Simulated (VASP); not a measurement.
Wanted: the native input for a VASP 6.6.1 run.

```yaml
Task: single point
Functional: PBE
Potentials_or_basis: VASP PAW PBE potentials, release 64 (Hf_pv)
Cutoff: 520 eV
k_mesh: 17 × 17 × 17
Occupations: fermi-dirac, width 0.08 eV
Spin: no spin polarisation
Dipole_correction: no
Further_INCAR_settings: ALGO = Normal; EDIFF = 1e-06; NBANDS = 11
```

The structure of Hf lies in POSCAR:

```
Hf
1.0
   -1.7439668578      1.7439668578      1.7439668578
    1.7439668578     -1.7439668578      1.7439668578
    1.7439668578      1.7439668578     -1.7439668578
Hf
1
Direct
    0.0000000000      0.0000000000      0.0000000000
```

This isn't the form of Hf at room conditions, which is hcp.

The input as run:

INCAR

```
  PREC = Accurate
  ENCUT = 520
  EDIFF = 1E-6
  ISMEAR = -1
  SIGMA = 0.08
  LREAL = False
  LASPH = True
  NELM = 100
  ALGO = Normal
  ISIF = 2
  LWAVE = False
  LCHARG = True
  GGA = PE
  LELF = True
  LVHAR = True
  NBANDS = 11
```

KPOINTS

```
Automatic mesh
0
Gamma
  17 17 17
```

Potentials or basis: VASP PAW PBE potentials, release 64 (Hf_pv).

Run with:

```sh
$ cat potpaw_PBE.64/Hf_pv/POTCAR > POTCAR
$ mpirun -np 1 vasp_std > vasp.out
```

Results of the run:

- Pressure: 5.2 GPa
- Band gap on the k mesh: zero (bands 5 and 6 overlap by 2.31 eV)

Caveat: the cell stands under pressure; spin-orbit coupling is left out, which moves the levels of the heavy elements.

Wall time 22 s on 1 thread of Intel Xeon 8259CL, with other jobs on the host, peak memory 0.17 GiB.
